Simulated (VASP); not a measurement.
# Ta3N (P1) in VASP: single point with PBEsol

Aim: the single point of Ta3N with PBEsol.

Everything below comes from runs of VASP 6.6.1. Logs are shortened: lines on timing, memory, paths and dates and some standing lists are left out, and cuts for length are marked.

### 1 The cell of the first run

The typed cell holds 4 atoms: a = 3.001 Å, b = 3.001 Å, c = 7.450 Å, α = 90.00°, β = 90.00°, γ = 120.00°.

### 2 Single point, PBEsol (atom 1 moved 0.75 Å)

Contents of INCAR:

```
SYSTEM = Ta3N
PREC     = Accurate       ! precision mode
ENCUT    = 520            ! plane-wave cutoff, eV
EDIFF    = 1E-6           ! SCF threshold, eV
ISMEAR   = 0              ! smearing method
SIGMA    = 0.15           ! smearing width, eV
LREAL    = .False.        ! projectors in reciprocal space
LASPH    = .True.         ! aspherical terms in the spheres
NELM     = 60             ! most SCF steps
ALGO     = Normal         ! electronic algorithm
ISIF     = 2              ! what is computed and relaxed
LWAVE    = .False.        ! write WAVECAR
LCHARG   = .True.         ! write CHGCAR
GGA      = PS             ! functional
LELF     = .True.         ! ELF
LVHAR    = .True.       
NBANDS   = 27             ! bands
```

Contents of KPOINTS:

```
regular mesh
0
Gamma
  12 12 6
  0 0 0
```

Contents of POSCAR:

```
Ta3N
1.0
    3.0005045844      0.0000000000      0.0000000000
   -1.5002522922      2.5985131942      0.0000000000
    0.0000000000      0.0000000000      7.4499251172
Ta N
3 1
Direct
    0.1609634404      0.1435986872      0.4563817422
    0.2796788532      0.6188004376      0.1871254077
    0.6130121865      0.2854671043      0.8419534309
   -0.0536544801     -0.0478662291      0.0145394193
```

Potentials or basis: VASP PAW PBE potentials, release 64 (Ta_pv, N).

Run with:

```
cat potpaw_PBE.64/Ta_pv/POTCAR potpaw_PBE.64/N/POTCAR > POTCAR
mpirun -np 1 vasp_std > vasp.out
```

OUTCAR:

```text
SYSTEM = Ta3N
   PREC = Accurate
   ENCUT = 520
   EDIFF = 1E-6
   ISMEAR = 0
   LREAL = .False.
   LASPH = .True.
   NELM = 60
   ISIF = 2
   GGA = PS

 ion  position               nearest neighbor table
   1  0.161  0.144  0.456-   2 2.38   2 2.68   2 3.05   3 3.11   3 3.44   2 3.54
   2  0.280  0.619  0.187-   4 2.16   4 2.16   4 2.16   1 2.38   1 2.68   1 3.05   3 3.10   3 3.10
                             3 3.10   1 3.54
   3  0.613  0.285  0.842-   4 2.16   4 2.16   4 2.16   2 3.10   2 3.10   2 3.10   1 3.11   1 3.44

   4  0.946  0.952  0.015-   3 2.16   2 2.16   3 2.16   2 2.16   2 2.16   3 2.16

  LATTYP: Found a hexagonal cell.
 ALAT       =     3.0005045844
 C/A-ratio  =     2.4828907631

  Lattice vectors:

 A1 = (   3.0005045844,   0.0000000000,   0.0000000000)
 A2 = (  -1.5002522922,   2.5985131942,   0.0000000000)
 A3 = (   0.0000000000,   0.0000000000,   7.4499251172)

Analysis of symmetry for initial positions (statically):
=====================================================================
 Subroutine PRICEL returns:
 Original cell was already a primitive cell.

 Routine SETGRP: Setting up the symmetry group for a
 hexagonal supercell.

 Subroutine GETGRP returns: Found  1 space group operations
 (whereof  1 operations were pure point group operations)
 out of a pool of 24 trial point group operations.

The static configuration has the point symmetry C_1 .

Analysis of symmetry for dynamics (positions and initial velocities):
=====================================================================
 Subroutine PRICEL returns:
 Original cell was already a primitive cell.

 Routine SETGRP: Setting up the symmetry group for a
 hexagonal supercell.

 Subroutine GETGRP returns: Found  1 space group operations
 (whereof  1 operations were pure point group operations)
 out of a pool of 24 trial point group operations.

The dynamic configuration has the point symmetry C_1 .

 Subroutine INISYM returns: Found  1 space group operations
 (whereof  1 operations are pure point group operations),
 and found     1 'primitive' translations

----------------------------------------------------------------------------------------

                                     Primitive cell

  volume of cell :      58.0860

  direct lattice vectors                    reciprocal lattice vectors
     3.000504584  0.000000000  0.000000000     0.333277278  0.192417726  0.000000000
    -1.500252292  2.598513194  0.000000000     0.000000000  0.384835452  0.000000000
     0.000000000  0.000000000  7.449925117     0.000000000  0.000000000  0.134229537

  length of vectors
     3.000504584  3.000504584  7.449925117     0.384835452  0.384835452  0.134229537

  position of ions in fractional coordinates (direct lattice)
     0.160963440  0.143598687  0.456381742
     0.279678853  0.618800438  0.187125408
     0.613012187  0.285467104  0.841953431
     0.946345520  0.952133771  0.014539419

  ion indices of the primitive-cell ions
   primitive index   ion index
                 1           1
                 2           2
                 3           3
                 4           4

----------------------------------------------------------------------------------------

 KPOINTS: regular mesh

Automatic generation of k-mesh.
 Grid dimensions read from file:
 generate k-points for:   12   12    6

 Generating k-lattice:

  Cartesian coordinates                     Fractional coordinates (reciprocal lattice)
     0.027773106  0.016034811  0.000000000     0.083333333 -0.000000000  0.000000000
     0.000000000  0.032069621  0.000000000     0.000000000  0.083333333  0.000000000
     0.000000000  0.000000000  0.022371590     0.000000000  0.000000000  0.166666667

  Length of vectors
     0.032069621  0.032069621  0.022371590

  Shift w.r.t. Gamma in fractional coordinates (k-lattice)
     0.000000000  0.000000000  0.000000000

 Subroutine IBZKPT returns following result:
 ===========================================

 Found    436 irreducible k-points:

 Following reciprocal coordinates:
            Coordinates               Weight
  0.000000  0.000000  0.000000      1.000000
  0.083333 -0.000000  0.000000      2.000000
  0.000000  0.083333  0.000000      2.000000
 -0.083333  0.083333  0.000000      2.000000
  0.166667  0.000000  0.000000      2.000000
  0.000000  0.166667  0.000000      2.000000
[... 16 lines left out ...]
  0.166667  0.083333  0.000000      2.000000
 -0.083333  0.250000  0.000000      2.000000
 [... further k-points ...]
   k-points           NKPTS =    436   k-points in BZ     NKDIM =    436   number of bands    NBANDS=     27
   number of dos      NEDOS =    301   number of ions     NIONS =      4
   total plane-waves  NPLWV =  32256
   dimension x,y,z NGX =    24 NGY =   24 NGZ =   56
   dimension x,y,z NGXF=    48 NGYF=   48 NGZF=  112
   ions per type =               3   1
   NGX,Y,Z   is equivalent  to a cutoff of  13.30, 13.30, 12.50 a.u.
   NGXF,Y,Z  is equivalent  to a cutoff of  26.59, 26.59, 24.99 a.u.
 SYSTEM =  Ta3N
   PREC   = accura    normal or accurate (medium, high low for compatibility)
   ISTART =      0    job   : 0-new  1-cont  2-samecut
   ICHARG =      2    charge: 1-file 2-atom 10-const
   ISPIN  =      1    spin polarized calculation?
   LNONCOLLINEAR =      F non collinear calculations
   LSORBIT =      F    spin-orbit coupling
   LASPH  =      T    aspherical Exc in radial PAW
   ENCUT  =  520.0 eV  38.22 Ry    6.18 a.u.   5.58  5.58 13.85*2*pi/ulx,y,z
   NELM   =     60;   NELMIN=  2; NELMDL= -5     # of ELM steps
   EDIFF  = 0.1E-05   stopping-criterion for ELM
   LREAL  =      F    real-space projection
   EDIFFG = 0.1E-04   stopping-criterion for IOM
   NSW    =      0    number of steps for IOM
   IBRION =     -1    ionic relax: 0-MD 1-quasi-New 2-CG
   NFREE  =      0    steps in history (QN), initial steepest desc. (CG)
   ISIF   =      2    stress and relaxation
   ISYM   =      2    0-nonsym 1-usesym 2-fastsym
   POTIM  = 0.5000    time-step for ionic-motion
   TEBEG  =    0.0;   TEEND  =   0.0 temperature during run
   PSTRESS=    0.0 pullay stress
   NELECT =      38.0000    total number of electrons
   NUPDOWN=      -1.0000    fix difference up-down
   EMIN   =  10.00;   EMAX   =-10.00  energy-range for DOS
   EFERMI =   0.00;   METHOD = LEGACY
   ISMEAR =     0;   SIGMA  =   0.15  broadening in eV -4-tet -1-fermi 0-gaus
   EFERMI_NEDOS =   21; number of points for ismear=-14 and -15
   IALGO  =     38    algorithm
   IMIX   =      4    mixing-type and parameters
     AMIX     =   0.40;   BMIX     =  1.00
     AMIX_MAG =   1.60;   BMIX_MAG =  1.00
  volume/ion in A,a.u.               =      14.52        98.00
  Fermi-wavevector in a.u.,A,eV,Ry     =   1.421169  2.685620 27.479968  2.019721
  Thomas-Fermi vector in A             =   2.542007
   LORBIT       =      0    0 simple, 1 ext, 2 COOP (PROOUT), +10 PAW based schemes
   GGA     = PS    functional components
   LHFCALC =     F    Hartree Fock is set to
   AEXX    =    0.0000 exact exchange contribution
   IVDW    =     0    specifies the selected vdW correction
   LEPSILON=     F    determine dielectric tensor
   LRPA    =     F    only Hartree local field effects (RPA)
 non-spin polarized calculation
 Gauss-broadening in eV      SIGMA  =   0.15
  energy-cutoff  :      520.00
  volume of cell :       58.09
 maximum number of plane-waves:      1600
 NGX is ok and might be reduce to    24
   NGX = 11   NGY = 11   NGZ = 27

 number of electron      38.0000000 magnetization

 Free energy of the ion-electron system (eV)
  ---------------------------------------------------
  ext. energy  EPLUGINS =         0.00000000
  ---------------------------------------------------
  free energy    TOTEN  =       -46.90727089 eV

  energy without entropy =      -46.87707865  energy(sigma->0) =      -46.89217477

 E-fermi :   6.5768     XC(G=0): -12.8960

 val. band max:        6.5732321593   @ k =  -0.0833   0.5000   0.5000
 cond. band min:       6.5810800264   @ k =  -0.0833   0.5000   0.3333
 fundamental gap:      0.0078478671
 Fermi energy:         6.5768302269

 k-point     1 :       0.0000    0.0000    0.0000
  band No.  band energies     occupation
      1     -28.7137      2.00000
      2     -28.3752      2.00000
      3     -27.8933      2.00000
      4     -27.8708      2.00000
      5     -27.5313      2.00000
      6     -27.4520      2.00000
[... 19 lines left out ...]
     26       9.3502      0.00000
     27       9.9258      0.00000

 k-point     2 :       0.0833   -0.0000    0.0000
  band No.  band energies     occupation
      1     -28.7011      2.00000
      2     -28.3696      2.00000
      3     -27.9362      2.00000
      4     -27.8970      2.00000
      5     -27.5480      2.00000
      6     -27.5112      2.00000
[... 19 lines left out ...]
     26       9.5530      0.00000
     27      10.0434      0.00000

 k-point     3 :       0.0000    0.0833    0.0000
  band No.  band energies     occupation
      1     -28.7016      2.00000
      2     -28.3741      2.00000
      3     -27.9487      2.00000
      4     -27.8839      2.00000
      5     -27.6016      2.00000
      6     -27.4704      2.00000
[... 19 lines left out ...]
     26       9.5941      0.00000
     27      10.1952      0.00000

 k-point     4 :      -0.0833    0.0833    0.0000
  band No.  band energies     occupation
      1     -28.7016      2.00000
      2     -28.3711      2.00000
      3     -27.9340      2.00000
      4     -27.8994      2.00000
      5     -27.5917      2.00000
      6     -27.4802      2.00000
[... 19 lines left out ...]
     26       9.5057      0.00000
     27      10.0245      0.00000

 k-point     5 :       0.1667    0.0000    0.0000
  band No.  band energies     occupation
      1     -28.6683      2.00000
      2     -28.3559      2.00000
      3     -28.0825      2.00000
      4     -27.9348      2.00000
      5     -27.6910      2.00000
      6     -27.5678      2.00000
[... 19 lines left out ...]
     26      10.1754      0.00000
     27      10.7603      0.00000

 k-point     6 :       0.0000    0.1667    0.0000
  band No.  band energies     occupation
      1     -28.6754      2.00000
      2     -28.3761      2.00000
      3     -28.0966      2.00000
      4     -27.9196      2.00000
      5     -27.7654      2.00000
      6     -27.5191      2.00000
[... 444 lines left out ...]
      1     -28.6835      2.00000
      2     -28.3725      2.00000
      3     -28.0422      2.00000
      4     -27.9182      2.00000
      5     -27.7333      2.00000
      6     -27.4925      2.00000
[... 19 lines left out ...]
     26       9.7711      0.00000
     27      10.5784      0.00000

 k-point    22 :      -0.1667    0.0833    0.0000
  band No.  band energies     occupation
      1     -28.6788      2.00000
      2     -28.3589      2.00000
      3     -28.0278      2.00000
      4     -27.9331      2.00000
      5     -27.6441      2.00000
      6     -27.5658      2.00000
[... 19 lines left out ...]
     26       9.9886      0.00000
     27      10.3552      0.00000

 k-point    23 :       0.1667    0.0833    0.0000
  band No.  band energies     occupation
      1     -28.6469      2.00000
      2     -28.3584      2.00000
      3     -28.1988      2.00000
      4     -27.9726      2.00000
      5     -27.8188      2.00000
      6     -27.6115      2.00000
[... 19 lines left out ...]
     26      10.6089      0.00000
     27      11.1883      0.00000

 k-point    24 :      -0.0833    0.2500    0.0000
  band No.  band energies     occupation
      1     -28.6688      2.00000
      2     -28.3818      2.00000
      3     -28.2072      2.00000
      4     -27.9669      2.00000
      5     -27.8949      2.00000
      6     -27.5453      2.00000
[... 19 lines left out ...]
     26      10.5760      0.00000
     27      11.1257      0.00000

 [... further k-points ...]

------------------------ aborting loop because EDIFF is reached ----------------------------------------

  FORCE on cell =-STRESS in cart. coord.  units (eV):
  Direction    XX          YY          ZZ          XY          YZ          ZX
  --------------------------------------------------------------------------------------
  -------------------------------------------------------------------------------------
  Total        2.6211437      3.9023854      7.9187020     -1.8208807     -2.1057308      2.8481484
  in kB       72.2986654    107.6389887    218.4205291    -50.2251147    -58.0821002     78.5601065
  external PRESSURE =     132.7860610 kB  Pullay stress =       0.0000000 kB

 VOLUME and BASIS-vectors are now :
 -----------------------------------------------------------------------------
  energy-cutoff  :      520.00
  volume of cell :       58.09
      direct lattice vectors                 reciprocal lattice vectors
     3.000504584  0.000000000  0.000000000     0.333277278  0.192417726  0.000000000
    -1.500252292  2.598513194  0.000000000     0.000000000  0.384835452  0.000000000
     0.000000000  0.000000000  7.449925117     0.000000000  0.000000000  0.134229537

 POSITION                                       TOTAL-FORCE (eV/Angst)
 -----------------------------------------------------------------------------------
      0.26754      0.37314      3.40001         0.637745     -1.191648      7.128717
     -0.08918      1.60796      1.39407        -0.609212      1.482279     -4.404826
      1.41107      0.74179      6.27249         0.051388     -0.098485     -1.748348
      1.41107      2.47413      0.10832        -0.079921     -0.192145     -0.975543
 -----------------------------------------------------------------------------------
    total drift:                               -0.000104     -0.000057      0.000151

  FREE ENERGIE OF THE ION-ELECTRON SYSTEM (eV)
  ---------------------------------------------------
  free  energy   TOTEN  =       -46.9072708862 eV

  energy  without entropy=      -46.8770786459  energy(sigma->0) =      -46.89217477
```

Run time: 7.3 min. Hardware: 1 thread of Intel Xeon Platinum 8488C (Sapphire Rapids), shared host; peak memory 0.62 GiB.

Results:

- Free energy: -46.9073 eV
- Pressure: 13.3 GPa
- Largest force: 7.256 eV/Å
- Band gap on the k mesh: zero (bands 19 and 20 overlap by 0.67 eV)

Forces in eV/Å, atoms in the order of the input:
```
Ta   0.638 -1.192  7.129
Ta  -0.609  1.482 -4.405
Ta   0.051 -0.098 -1.748
N   -0.080 -0.192 -0.976
```

Caveat: the cell differs from its parent crystal (atom 1 moved 0.75 Å); the cell stands under pressure; the PAW data sets were made with another functional, which shifts forces and pressure a little; spin-orbit coupling is left out, which moves the levels of the heavy elements.
